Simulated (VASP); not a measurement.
# BSe2 (P4/nmm) in VASP: a series of runs

BSe2 is run at these levels: PBE; tasks: single point, relaxation of cell and atoms.

Everything below comes from runs of VASP 6.6.1. Logs are shortened: lines on timing, memory, paths and dates and some standing lists are left out, and cuts for length are marked.

### Step 1. The cell of the first run

The structure is tetragonal, space group P4/nmm (No. 129). Conventional cell: a = 4.218 Å, b = 4.218 Å, c = 5.834 Å, α = 90.00°, β = 90.00°, γ = 90.00°. B (site symmetry 4mm) has 5 Se at 2.04 to 2.24 Å within 2.7 Å. Se (site symmetry -4m2) has 4 B at 2.24 Å and 4 Se at 2.98 Å within 3.0 Å. Se (site symmetry 4mm) has 1 B at 2.04 Å within 2.7 Å.

### Step 2. Single point, PBE

The input, INCAR:

```
ALGO = Normal
EDIFF = 1E-6
ENCUT = 520
GGA = PE
ISIF = 2
ISMEAR = 0
LASPH = T
LCHARG = T
LELF = T
LREAL = F
LVHAR = T
LWAVE = F
NBANDS = 24
NELM = 60
PREC = Accurate
SIGMA = 0.1
```

The input, KPOINTS:

```
k-points
0
Gamma
  4 4 4
```

The input, POSCAR:

```
BSe2
1.0
    4.2182679303      0.0000000000      0.0000000000
    0.0000000000      4.2182679303      0.0000000000
    0.0000000000      0.0000000000      5.8343903809
B Se
2 4
Direct
    0.0000000000      0.5000000000      0.8705905109
    0.5000000000      0.0000000000      0.1294094891
    0.0000000000      0.0000000000      0.0000000000
    0.5000000000      0.5000000000      0.0000000000
    0.0000000000      0.5000000000      0.5208715512
    0.5000000000      0.0000000000      0.4791284488
```

Potentials or basis: VASP PAW PBE potentials, release 64 (B, Se).

Command:

```sh
cat potpaw_PBE.64/B/POTCAR potpaw_PBE.64/Se/POTCAR > POTCAR
mpirun -np 1 vasp_std > vasp.out
```

OUTCAR:

```text
EDIFF = 1E-6
   ENCUT = 520
   GGA = PE
   ISIF = 2
   ISMEAR = 0
   LASPH = T
   LREAL = F
   NELM = 60
   PREC = Accurate

 ion  position               nearest neighbor table
   1  0.000  0.500  0.871-   5 2.04   4 2.24   3 2.24   3 2.24   4 2.24
   2  0.500  0.000  0.129-   6 2.04   4 2.24   3 2.24   4 2.24   3 2.24
   3  0.000  0.000  0.000-   1 2.24   2 2.24   1 2.24   2 2.24
   4  0.500  0.500  0.000-   1 2.24   2 2.24   2 2.24   1 2.24
   5  0.000  0.500  0.521-   1 2.04
   6  0.500  0.000  0.479-   2 2.04

  LATTYP: Found a simple tetragonal cell.
 ALAT       =     4.2182679303
 C/A-ratio  =     1.3831246562

  Lattice vectors:

 A1 = (   4.2182679303,   0.0000000000,   0.0000000000)
 A2 = (   0.0000000000,   4.2182679303,   0.0000000000)
 A3 = (   0.0000000000,   0.0000000000,   5.8343903809)

Analysis of symmetry for initial positions (statically):
=====================================================================
 Subroutine PRICEL returns:
 Original cell was already a primitive cell.

 Routine SETGRP: Setting up the symmetry group for a
 simple tetragonal supercell.

 Subroutine GETGRP returns: Found 16 space group operations
 (whereof  8 operations were pure point group operations)
 out of a pool of 16 trial point group operations.

The static configuration has the point symmetry D_2d.
 The point group associated with its full space group is D_4h.

Analysis of symmetry for dynamics (positions and initial velocities):
=====================================================================
 Subroutine PRICEL returns:
 Original cell was already a primitive cell.

 Routine SETGRP: Setting up the symmetry group for a
 simple tetragonal supercell.

 Subroutine GETGRP returns: Found 16 space group operations
 (whereof  8 operations were pure point group operations)
 out of a pool of 16 trial point group operations.

The dynamic configuration has the point symmetry D_2d.
 The point group associated with its full space group is D_4h.

 Subroutine INISYM returns: Found 16 space group operations
 (whereof  8 operations are pure point group operations),
 and found     1 'primitive' translations

----------------------------------------------------------------------------------------

                                     Primitive cell

  volume of cell :     103.8159

  direct lattice vectors                    reciprocal lattice vectors
     4.218267930  0.000000000  0.000000000     0.237064126  0.000000000  0.000000000
     0.000000000  4.218267930  0.000000000     0.000000000  0.237064126  0.000000000
     0.000000000  0.000000000  5.834390381     0.000000000  0.000000000  0.171397513

  length of vectors
     4.218267930  4.218267930  5.834390381     0.237064126  0.237064126  0.171397513

  position of ions in fractional coordinates (direct lattice)
     0.000000000  0.500000000  0.870590511
     0.500000000  0.000000000  0.129409489
     0.000000000  0.000000000  0.000000000
     0.500000000  0.500000000  0.000000000
     0.000000000  0.500000000  0.520871551
     0.500000000  0.000000000  0.479128449

  ion indices of the primitive-cell ions
   primitive index   ion index
                 1           1
                 2           2
                 3           3
                 4           4
                 5           5
                 6           6

----------------------------------------------------------------------------------------

 KPOINTS: k-points

Automatic generation of k-mesh.
 Grid dimensions read from file:
 generate k-points for:    4    4    4

 Generating k-lattice:

  Cartesian coordinates                     Fractional coordinates (reciprocal lattice)
     0.059266031  0.000000000  0.000000000     0.250000000  0.000000000  0.000000000
     0.000000000  0.059266031  0.000000000     0.000000000  0.250000000  0.000000000
     0.000000000  0.000000000  0.042849378     0.000000000  0.000000000  0.250000000

  Length of vectors
     0.059266031  0.059266031  0.042849378

  Shift w.r.t. Gamma in fractional coordinates (k-lattice)
     0.000000000  0.000000000  0.000000000

 Subroutine IBZKPT returns following result:
 ===========================================

 Found     18 irreducible k-points:

 Following reciprocal coordinates:
            Coordinates               Weight
  0.000000  0.000000  0.000000      1.000000
  0.250000  0.000000  0.000000      4.000000
  0.500000  0.000000  0.000000      2.000000
  0.250000  0.250000  0.000000      4.000000
  0.500000  0.250000  0.000000      4.000000
  0.500000  0.500000  0.000000      1.000000
[... 10 lines left out ...]
  0.500000  0.250000  0.500000      4.000000
  0.500000  0.500000  0.500000      1.000000
   k-points           NKPTS =     18   k-points in BZ     NKDIM =     18   number of bands    NBANDS=     24
   number of dos      NEDOS =    301   number of ions     NIONS =      6
   total plane-waves  NPLWV =  49152
   dimension x,y,z NGX =    32 NGY =   32 NGZ =   48
   dimension x,y,z NGXF=    64 NGYF=   64 NGZF=   96
   ions per type =               2   4
   NGX,Y,Z   is equivalent  to a cutoff of  12.61, 12.61, 13.68 a.u.
   NGXF,Y,Z  is equivalent  to a cutoff of  25.22, 25.22, 27.35 a.u.
 SYSTEM =  unknown system
   PREC   = accura    normal or accurate (medium, high low for compatibility)
   ISTART =      0    job   : 0-new  1-cont  2-samecut
   ICHARG =      2    charge: 1-file 2-atom 10-const
   ISPIN  =      1    spin polarized calculation?
   LNONCOLLINEAR =      F non collinear calculations
   LSORBIT =      F    spin-orbit coupling
   LASPH  =      T    aspherical Exc in radial PAW
   ENCUT  =  520.0 eV  38.22 Ry    6.18 a.u.   7.84  7.84 10.85*2*pi/ulx,y,z
   NELM   =     60;   NELMIN=  2; NELMDL= -5     # of ELM steps
   EDIFF  = 0.1E-05   stopping-criterion for ELM
   LREAL  =      F    real-space projection
   EDIFFG = 0.1E-04   stopping-criterion for IOM
   NSW    =      0    number of steps for IOM
   IBRION =     -1    ionic relax: 0-MD 1-quasi-New 2-CG
   NFREE  =      0    steps in history (QN), initial steepest desc. (CG)
   ISIF   =      2    stress and relaxation
   ISYM   =      2    0-nonsym 1-usesym 2-fastsym
   POTIM  = 0.5000    time-step for ionic-motion
   TEBEG  =    0.0;   TEEND  =   0.0 temperature during run
   PSTRESS=    0.0 pullay stress
   NELECT =      30.0000    total number of electrons
   NUPDOWN=      -1.0000    fix difference up-down
   EMIN   =  10.00;   EMAX   =-10.00  energy-range for DOS
   EFERMI =   0.00;   METHOD = LEGACY
   ISMEAR =     0;   SIGMA  =   0.10  broadening in eV -4-tet -1-fermi 0-gaus
   EFERMI_NEDOS =   21; number of points for ismear=-14 and -15
   IALGO  =     38    algorithm
   IMIX   =      4    mixing-type and parameters
     AMIX     =   0.40;   BMIX     =  1.00
     AMIX_MAG =   1.60;   BMIX_MAG =  1.00
  volume/ion in A,a.u.               =      17.30       116.76
  Fermi-wavevector in a.u.,A,eV,Ry     =   1.082332  2.045312 15.938454  1.171443
  Thomas-Fermi vector in A             =   2.218371
   LORBIT       =      0    0 simple, 1 ext, 2 COOP (PROOUT), +10 PAW based schemes
   GGA     = PE    functional components
   LHFCALC =     F    Hartree Fock is set to
   AEXX    =    0.0000 exact exchange contribution
   IVDW    =     0    specifies the selected vdW correction
   LEPSILON=     F    determine dielectric tensor
   LRPA    =     F    only Hartree local field effects (RPA)
 non-spin polarized calculation
 Gauss-broadening in eV      SIGMA  =   0.10
  energy-cutoff  :      520.00
  volume of cell :      103.82
 maximum number of plane-waves:      2828
 NGX is ok and might be reduce to    32
   NGX = 15   NGY = 15   NGZ = 21

 number of electron      29.9999996 magnetization

 Free energy of the ion-electron system (eV)
  ---------------------------------------------------
  ext. energy  EPLUGINS =         0.00000000
  ---------------------------------------------------
  free energy    TOTEN  =       -25.23383515 eV

  energy without entropy =      -25.22336614  energy(sigma->0) =      -25.22860065

 E-fermi :   5.1353     XC(G=0): -10.2178

 val. band max:        5.0533107253   @ k =   0.2500   0.2500   0.5000
 cond. band min:       5.2313382465   @ k =   0.2500   0.0000   0.0000
 fundamental gap:      0.1780275212
 Fermi energy:         5.1352513267

 k-point     1 :       0.0000    0.0000    0.0000
  band No.  band energies     occupation
      1     -11.4331      2.00000
      2      -9.1676      2.00000
      3      -7.2246      2.00000
      4      -6.7672      2.00000
      5      -2.6601      2.00000
      6      -2.0695      2.00000
[... 16 lines left out ...]
     23      11.0387      0.00000
     24      11.1055      0.00000

 k-point     2 :       0.2500    0.0000    0.0000
  band No.  band energies     occupation
      1     -11.0091      2.00000
      2      -8.8670      2.00000
      3      -8.0548      2.00000
      4      -7.3374      2.00000
      5      -2.6607      2.00000
      6      -1.6162      2.00000
[... 16 lines left out ...]
     23      10.8686      0.00000
     24      11.0550      0.00000

 k-point     3 :       0.5000    0.0000    0.0000
  band No.  band energies     occupation
      1      -9.7892      2.00000
      2      -9.7892      2.00000
      3      -8.1061      2.00000
      4      -8.1061      2.00000
      5      -1.9751      2.00000
      6      -1.9751      2.00000
[... 16 lines left out ...]
     23      11.8377      0.00000
     24      11.8377      0.00000
[... 352 lines left out ...]
 k-point    17 :       0.5000    0.2500    0.5000
  band No.  band energies     occupation
      1      -9.3201      2.00000
      2      -9.3201      2.00000
      3      -8.3938      2.00000
      4      -8.3938      2.00000
      5      -3.4934      2.00000
      6      -3.4934      2.00000
[... 16 lines left out ...]
     23      11.8512      0.00000
     24      11.8513      0.00000

 k-point    18 :       0.5000    0.5000    0.5000
  band No.  band energies     occupation
      1      -8.9308      2.00000
      2      -8.9308      2.00000
      3      -8.3981      2.00000
      4      -8.3981      2.00000
      5      -4.5615      2.00000
      6      -4.5615      2.00000
[... 16 lines left out ...]
     23      11.1424      0.00000
     24      11.1424      0.00000

------------------------ aborting loop because EDIFF is reached ----------------------------------------

  FORCE on cell =-STRESS in cart. coord.  units (eV):
  Direction    XX          YY          ZZ          XY          YZ          ZX
  --------------------------------------------------------------------------------------
  -------------------------------------------------------------------------------------
  Total        0.0777309      0.0777309      0.1009397      0.0000000      0.0000000      0.0000000
  in kB        1.1996116      1.1996116      1.5577898      0.0000000      0.0000000      0.0000000
  external PRESSURE =       1.3190044 kB  Pullay stress =       0.0000000 kB

 VOLUME and BASIS-vectors are now :
 -----------------------------------------------------------------------------
  energy-cutoff  :      520.00
  volume of cell :      103.82
      direct lattice vectors                 reciprocal lattice vectors
     4.218267930  0.000000000  0.000000000     0.237064126  0.000000000  0.000000000
     0.000000000  4.218267930  0.000000000     0.000000000  0.237064126  0.000000000
     0.000000000  0.000000000  5.834390381     0.000000000  0.000000000  0.171397513

 POSITION                                       TOTAL-FORCE (eV/Angst)
 -----------------------------------------------------------------------------------
      0.00000      2.10913      5.07936        -0.000000      0.000000      0.014926
      2.10913      0.00000      0.75503         0.000000      0.000000     -0.014926
      0.00000      0.00000      0.00000        -0.000000      0.000000      0.000000
      2.10913      2.10913      0.00000        -0.000000     -0.000000      0.000000
      0.00000      2.10913      3.03897        -0.000000      0.000000     -0.022225
      2.10913      0.00000      2.79542        -0.000000      0.000000      0.022225
 -----------------------------------------------------------------------------------
    total drift:                                0.000000     -0.000000     -0.000000

  FREE ENERGIE OF THE ION-ELECTRON SYSTEM (eV)
  ---------------------------------------------------
  free  energy   TOTEN  =       -25.2338351542 eV

  energy  without entropy=      -25.2233661449  energy(sigma->0) =      -25.22860065
```

Run time: 96 s. Hardware: 1 thread of AMD EPYC 7R13, shared host; peak memory 0.18 GiB.

What came out:

```yaml
Free_energy: -25.2338 eV
Pressure: 0.1 GPa
Largest_force: 0.022 eV/Å
Band_gap_on_the_k_mesh: zero (band 15 reaches 7.04 eV, above the bottom of band 16 at 3.35 eV)
```

Forces in eV/Å, atoms in the order of the input:
```
B    0.000  0.000  0.015
B    0.000  0.000 -0.015
Se   0.000  0.000  0.000
Se   0.000  0.000  0.000
Se   0.000  0.000 -0.022
Se   0.000  0.000  0.022
```

Caveat: the k points lie up to 0.37 Å⁻¹ apart.

### Step 3. Relaxation of cell and atoms, PBE

This run uses another cell than the first one, of 18.11 Å³/atom, 1.047 times its volume.

The input, INCAR:

```
SYSTEM = BSe2
PREC = Accurate
ENCUT = 600
EDIFF = 1E-6
ISMEAR = 0
SIGMA = 0.1
LREAL = .FALSE.
LASPH = .TRUE.
NELM = 80
ALGO = Normal
ISIF = 3
LWAVE = .FALSE.
LCHARG = .FALSE.
GGA = PE
IBRION = 2
NSW = 90
EDIFFG = -0.04
```

The input, KPOINTS:

```
Automatic mesh
0
G
  4 4 4
  0 0 0
```

The input, POSCAR:

```
BSe2
1.0
    4.1448689830      0.0000000000      0.0000000000
    0.0000000000      4.1448689830      0.0000000000
    0.0000000000      0.0000000000      6.3242477394
B Se
2 4
Direct
    0.0000000000      0.5000000000      0.7000000000
    0.5000000000      0.0000000000      0.3000000000
    0.0000000000      0.0000000000      0.0000000000
    0.5000000000      0.5000000000      0.0000000000
    0.0000000000      0.5000000000      0.2700000000
    0.5000000000      0.0000000000      0.7300000000
```

Potentials or basis: VASP PAW PBE potentials, release 64 (B, Se).

Command:

```sh
cat potpaw_PBE.64/B/POTCAR potpaw_PBE.64/Se/POTCAR > POTCAR
mpirun -np 1 vasp_std > vasp.out
```

Wall time 31 min (1 thread of AMD EPYC 7R13, shared host); peak memory 0.26 GiB.

It converged, with:

* Free energy: -25.2356 eV
* Relaxed volume: 17.38 Å³/atom
* Relaxed cell: a = 4.224 Å, b = 4.224 Å, c = 5.846 Å, α = 90.00°, β = 90.00°, γ = 90.00°
* Space group after relaxing (to 0.05 Å): P4/nmm (No. 129)
* Energy gained by relaxing: 1405.3 meV/atom
* Ionic steps: 38
* Pressure after relaxing: -0.2 GPa
* Largest force after relaxing: 0.030 eV/Å
* Band gap on the k mesh: zero (band 15 reaches 6.98 eV, above the bottom of band 16 at 3.32 eV)

Forces in eV/Å, atoms in the order of the input:
```
B    0.000  0.000  0.028
B    0.000  0.000 -0.028
Se   0.000  0.000  0.000
Se   0.000  0.000  0.000
Se   0.000  0.000 -0.030
Se   0.000  0.000  0.030
```

Stress tensor (GPa, compression positive):
```
-0.21  0.00  0.00
 0.00 -0.21  0.00
 0.00  0.00 -0.04
```

The path:
```csv
step,energy change (eV),largest force (eV/Å),pressure (GPa),volume (Å³)
1,0.0000,2.9131,3.83,108.65
2,-0.8514,2.3333,-2.56,115.56
3,-1.5779,1.9042,-8.43,126.69
4,-2.5416,1.7052,-9.11,150.38
5,-2.9014,2.7266,-5.02,147.45
6,-2.9074,2.3353,-5.62,147.77
7,-3.2161,2.4615,-5.54,142.82
8,-4.1230,2.9400,-4.54,128.64
9,-5.4954,3.9872,3.46,103.16
10,0.2875,4.0372,99.20,62.72
11,-5.0701,5.5131,10.28,97.63
12,-5.0412,5.8341,17.47,90.35
13,-5.1990,5.4291,17.46,89.23
14,-5.5387,4.1507,18.86,85.92
15,-5.4714,1.6621,26.85,79.54
16,-5.6284,3.0260,21.71,82.97
17,-5.8383,2.7427,18.62,84.42
18,-6.3080,1.9985,10.55,88.84
19,-6.6487,1.9485,-0.83,98.14
20,-6.7262,1.8626,-0.83,98.38
21,-6.9294,1.5125,-0.80,99.11
22,-7.1802,1.3478,-0.48,100.55
23,-6.8833,2.7974,2.18,103.40
24,-7.2059,1.5620,-0.16,101.22
25,-7.3051,1.3712,-0.59,101.53
26,-7.5837,0.9616,-2.03,102.42
27,-8.0077,0.5878,-3.46,104.16
28,-8.0454,1.4661,-3.11,107.44
29,-8.1637,0.8615,-3.83,105.91
30,-8.3207,0.7472,-0.52,102.90
31,-8.3393,0.7035,1.22,101.57
32,-8.3765,0.5733,0.65,102.53
33,-8.4227,0.2208,-0.67,105.21
34,-8.4228,0.2041,-0.72,105.34
35,-8.4273,0.1736,0.17,104.48
36,-8.4274,0.1445,0.06,104.60
37,-8.4292,0.1157,0.00,104.52
38,-8.4315,0.0300,-0.15,104.28
```

Final structure:
```
CELL_PARAMETERS angstrom
4.22353 0.00000 0.00000
0.00000 4.22353 0.00000
0.00000 0.00000 5.84614
ATOMIC_POSITIONS crystal
B 0.00000 0.50000 0.87039
B 0.50000 0.00000 0.12961
Se 0.00000 0.00000 0.00000
Se 0.50000 0.50000 0.00000
Se 0.00000 0.50000 0.52148
Se 0.50000 0.00000 0.47852
```

Levels at points of the mesh, in eV from the Fermi level:
```csv
k point,band 11,band 12,band 13,band 14,band 15,band 16,band 17,band 18,band 19
"(0.00, 0.00, 0.00)",-3.42,-2.71,-2.71,-1.27,-0.82,1.09,1.24,1.24,3.41
"(0.50, 0.00, 0.00)",-2.09,-2.09,-1.99,-1.99,-1.77,-1.77,2.76,2.76,4.20
"(0.50, 0.50, 0.00)",-4.25,-4.25,1.14,1.14,1.89,1.89,3.84,3.84,4.23
"(0.00, 0.00, 0.50)",-2.90,-2.05,-2.05,-1.85,-1.48,0.81,0.89,0.89,4.45
"(0.50, 0.00, 0.50)",-3.65,-3.65,-2.15,-2.15,-1.00,-1.00,2.49,2.49,4.07
"(0.50, 0.50, 0.50)",-2.44,-2.44,1.14,1.14,1.20,1.20,1.88,1.88,4.17
```

Caveat: the k points lie up to 0.37 Å⁻¹ apart in the final cell.
